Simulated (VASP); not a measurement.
# HfN (Pm-3m) in VASP: further runs, part 3 of 3

VASP 6.6.1. The steps go on from the part before.

## Step 5: Single point, PBEsol-based global hybrid

This run uses another cell than the first one, of 10.71 Å³/atom, 0.950 times its volume.

Contents of POSCAR:

```
HfN
1.0
    2.7771939399      0.0000000000      0.0000000000
    0.0000000000      2.7771939399      0.0000000000
    0.0000000000      0.0000000000      2.7771939399
Hf N
1 1
Direct
    0.5000000000      0.5000000000      0.5000000000
    0.0000000000      0.0000000000      0.0000000000
```

Contents of INCAR.step1:

```
PREC     = Accurate       # precision mode
ENCUT    = 520            # plane-wave cutoff, eV
EDIFF    = 1E-5           # SCF threshold, eV
ISMEAR   = -1             # smearing method
SIGMA    = 0.05           # smearing width, eV
LREAL    = F              # projectors in reciprocal space
LASPH    = T              # aspherical terms in the spheres
NELM     = 80             # most SCF steps
ALGO     = Normal         # electronic algorithm
ISIF     = 2              # what is computed and relaxed
LWAVE    = T              # write WAVECAR
LCHARG   = F              # write CHGCAR
GGA      = PE             # functional
NBANDS   = 14             # bands
```

Contents of INCAR.step2:

```
PREC     = Accurate       # precision mode
ENCUT    = 520            # plane-wave cutoff, eV
EDIFF    = 1E-6           # SCF threshold, eV
ISMEAR   = -1             # smearing method
SIGMA    = 0.05           # smearing width, eV
LREAL    = F              # projectors in reciprocal space
LASPH    = T              # aspherical terms in the spheres
NELM     = 80             # most SCF steps
ALGO     = Normal         # electronic algorithm
ISIF     = 2              # what is computed and relaxed
LWAVE    = F              # write WAVECAR
LCHARG   = F              # write CHGCAR
GGA      = PS             # functional
LHFCALC  = T              # exact exchange
AEXX     = 0.25           # exact-exchange fraction
PRECFOCK = Normal       
ISTART   = 1            
NBANDS   = 14             # bands
```

Contents of KPOINTS:

```
Automatic mesh
0
Gamma
  5 5 5
```

Potentials or basis: VASP PAW PBE potentials, release 64 (Hf_pv, N).

Started as:

```
$ cat potpaw_PBE.64/Hf_pv/POTCAR potpaw_PBE.64/N/POTCAR > POTCAR
$ cp INCAR.step1 INCAR
$ mpirun -np 1 vasp_std > vasp.out
$ cp INCAR.step2 INCAR
$ mpirun -np 1 vasp_std > vasp.out
```

OUTCAR:

```text
PREC = Accurate
   ENCUT = 520
   EDIFF = 1E-6
   ISMEAR = -1
   LREAL = F
   LASPH = T
   NELM = 80
   ISIF = 2
   GGA = PS
   LHFCALC = T
   AEXX = 0.25
   PRECFOCK = Normal
   ISTART = 1

 ion  position               nearest neighbor table
   1  0.500  0.500  0.500-   2 2.41   2 2.41   2 2.41   2 2.41   2 2.41   2 2.41   2 2.41   2 2.41

   2  0.000  0.000  0.000-   1 2.41   1 2.41   1 2.41   1 2.41   1 2.41   1 2.41   1 2.41   1 2.41

  LATTYP: Found a simple cubic cell.
 ALAT       =     2.7771939399

  Lattice vectors:

 A1 = (   2.7771939399,   0.0000000000,   0.0000000000)
 A2 = (   0.0000000000,   2.7771939399,   0.0000000000)
 A3 = (   0.0000000000,   0.0000000000,   2.7771939399)

Analysis of symmetry for initial positions (statically):
=====================================================================
 Subroutine PRICEL returns:
 Original cell was already a primitive cell.

 Routine SETGRP: Setting up the symmetry group for a
 simple cubic supercell.

 Subroutine GETGRP returns: Found 48 space group operations
 (whereof 48 operations were pure point group operations)
 out of a pool of 48 trial point group operations.

The static configuration has the point symmetry O_h .

Analysis of symmetry for dynamics (positions and initial velocities):
=====================================================================
 Subroutine PRICEL returns:
 Original cell was already a primitive cell.

 Routine SETGRP: Setting up the symmetry group for a
 simple cubic supercell.

 Subroutine GETGRP returns: Found 48 space group operations
 (whereof 48 operations were pure point group operations)
 out of a pool of 48 trial point group operations.

The dynamic configuration has the point symmetry O_h .

[... 114 lines left out ...]
   NKREDZ  =     1    reduce k-point grid by
   AEXX    =    0.2500 exact exchange contribution
   HFSCREEN=    0.0000 screening length (either q_TF or 0.3 A-1)
   HFSCREENC=   0.0000 screening length for correlation (either q_TF or 0.3 A-1)
   ENCUTFOCK=  -1.0 apply spherical cutoff to Coloumb kernel
   IVDW    =     0    specifies the selected vdW correction
   LEPSILON=     F    determine dielectric tensor
   LRPA    =     F    only Hartree local field effects (RPA)
 non-spin polarized calculation
  energy-cutoff  :      520.00
  volume of cell :       21.42
 maximum number of plane-waves:       588
 NGX is ok and might be reduce to    24
  NGX = 16; NGY = 16; NGZ = 16

 number of electron      15.0000004 magnetization

 Free energy of the ion-electron system (eV)
  ---------------------------------------------------
  ext. energy  EPLUGINS =         0.00000000
  ---------------------------------------------------
  free energy    TOTEN  =       -25.74683878 eV

  energy without entropy =      -25.74543697  energy(sigma->0) =      -25.74613788

 E-fermi :   8.5675     XC(G=0): -10.4797

 val. band max:        6.8123123078   @ k =   0.4000   0.2000   0.0000
 cond. band min:       8.6878956087   @ k =   0.2000   0.0000   0.0000
 fundamental gap:      1.8755833009
 Fermi energy:         8.5675271165

 k-point     1 :       0.0000    0.0000    0.0000
  band No.  band energies     occupation
      1     -25.0502      2.00000
      2     -25.0502      2.00000
      3     -25.0502      2.00000
      4     -11.3467      2.00000
      5       4.3704      2.00000
      6       4.3704      2.00000
      7       5.6650      2.00000
      8       5.6650      2.00000
      9       5.6650      2.00000
     10      12.8715      0.00000
     11      15.5882      0.00000
     12      15.5882      0.00000
     13      15.5882      0.00000
     14      22.5801      0.00000
[... 139 lines left out ...]
      1     -26.1056      2.00000
      2     -26.0629      2.00000
      3     -26.0629      2.00000
      4      -7.9115      2.00000
      5      -0.4768      2.00000
      6      -0.4768      2.00000
      7       0.7479      2.00000
      8      14.0994      0.00000
      9      14.9273      0.00000
     10      14.9273      0.00000
     11      17.3910      0.00000
     12      17.3910      0.00000
     13      19.3917      0.00000
     14      22.5820      0.00000

------------------------ aborting loop because EDIFF is reached ----------------------------------------

  FORCE on cell =-STRESS in cart. coord.  units (eV):
  Direction    XX          YY          ZZ          XY          YZ          ZX
  --------------------------------------------------------------------------------------
  -------------------------------------------------------------------------------------
  Total       -0.6619522     -0.6619522     -0.6619522     -0.0000000      0.0000000     -0.0000000
  in kB      -49.5129270    -49.5129270    -49.5129270     -0.0000000      0.0000000     -0.0000000
  external PRESSURE =     -49.5129270 kB  Pullay stress =       0.0000000 kB

 VOLUME and BASIS-vectors are now :
 -----------------------------------------------------------------------------
  energy-cutoff  :      520.00
  volume of cell :       21.42
      direct lattice vectors                 reciprocal lattice vectors
     2.777193940  0.000000000  0.000000000     0.360075681  0.000000000  0.000000000
     0.000000000  2.777193940  0.000000000     0.000000000  0.360075681  0.000000000
     0.000000000  0.000000000  2.777193940     0.000000000  0.000000000  0.360075681

 POSITION                                       TOTAL-FORCE (eV/Angst)
 -----------------------------------------------------------------------------------
      1.38860      1.38860      1.38860         0.000000      0.000000      0.000000
      0.00000      0.00000      0.00000         0.000000      0.000000      0.000000
 -----------------------------------------------------------------------------------
    total drift:                               -0.000000     -0.000000     -0.000000

  FREE ENERGIE OF THE ION-ELECTRON SYSTEM (eV)
  ---------------------------------------------------
  free  energy   TOTEN  =       -25.7468387796 eV

  energy  without entropy=      -25.7454369716  energy(sigma->0) =      -25.74613788
```

OSZICAR.step1:

```text
N       E                     dE             d eps       ncg     rms          rms(c)
DAV:   1     0.322949357456E+02    0.32295E+02   -0.76645E+03   280   0.103E+03
DAV:   2    -0.210000849180E+02   -0.53295E+02   -0.48459E+02   370   0.233E+02
DAV:   3    -0.224729312372E+02   -0.14728E+01   -0.14643E+01   340   0.302E+01
DAV:   4    -0.224776589772E+02   -0.47277E-02   -0.47275E-02   358   0.192E+00
DAV:   5    -0.224776932375E+02   -0.34260E-04   -0.34254E-04   340   0.132E-01    0.429E+01
DAV:   6    -0.198579183002E+02    0.26198E+01   -0.49234E+00   310   0.198E+01    0.365E+01
DAV:   7    -0.198200968769E+02    0.37821E-01   -0.65882E-01   316   0.588E+00    0.247E+01
DAV:   8    -0.198070022752E+02    0.13095E-01   -0.19094E-01   334   0.327E+00    0.859E+00
DAV:   9    -0.197926553426E+02    0.14347E-01   -0.50458E-02   328   0.162E+00    0.250E+00
DAV:  10    -0.197920768921E+02    0.57845E-03   -0.29172E-03   316   0.478E-01    0.235E-01
DAV:  11    -0.197920264018E+02    0.50490E-04   -0.13833E-04   346   0.121E-01    0.226E-02
DAV:  12    -0.197920278379E+02   -0.14362E-05   -0.85383E-06   168   0.239E-02
   1 F= -.19792028E+02 E0= -.19791300E+02  d E =-.145578E-02
```

Run time: 3.1 min. Hardware: 1 thread of Intel Xeon Platinum 8375C at 2.90GHz (Ice Lake), shared host; peak memory 0.15 GiB.

Results:

| Property | Result |
| --- | --- |
| Free energy | -25.7468 eV |
| Pressure | -5.0 GPa |

Caveat: the k points lie up to 0.45 Å⁻¹ apart; the PAW data sets were made with another functional, which shifts forces and pressure a little; spin-orbit coupling is left out, which moves the levels of the heavy elements.

## Step 6: The runs side by side

| task | level | cell | k mesh | cutoff (eV) | grid for exact exchange (PRECFOCK) | share of exact exchange | gap on the mesh (eV) | pressure (GPa) |
| --- | --- | --- | --- | --- | --- | --- | --- | --- |
| relaxation of cell and atoms | r2SCAN | relaxed to 10 GPa from a = 2.825 Å, 2 atoms | 9 × 9 × 9 | 600 | - | - | none | 9.9 |
| relaxation of cell and atoms | r2SCAN | relaxed to 20 GPa from a = 2.825 Å, 2 atoms | 9 × 9 × 9 | 600 | - | - | none | 19.9 |
| relaxation of cell and atoms | r2SCAN | relaxed to 30 GPa from a = 2.825 Å, 2 atoms | 9 × 9 × 9 | 600 | - | - | none | 30.0 |
| single point | PBEsol-based global hybrid | a = 2.777 Å, 2 atoms | 5 × 5 × 5 | 520 | Normal | 0.25 | none | -5.0 |

Alike in all rows: potentials or basis VASP PAW PBE potentials, release 64 (Hf_pv, N); no spin polarisation; smearing fermi-dirac 0.05 eV.

Caveats: some runs use coarse meshes; the PAW data sets were made with another functional, which shifts forces and pressure a little; spin-orbit coupling is left out, which moves the levels of the heavy elements; the cell is relaxed towards a set pressure, so the enthalpy falls and the energy may rise (some runs).

Total energies depend on the potentials used, so only differences within one code and one set of settings carry meaning.
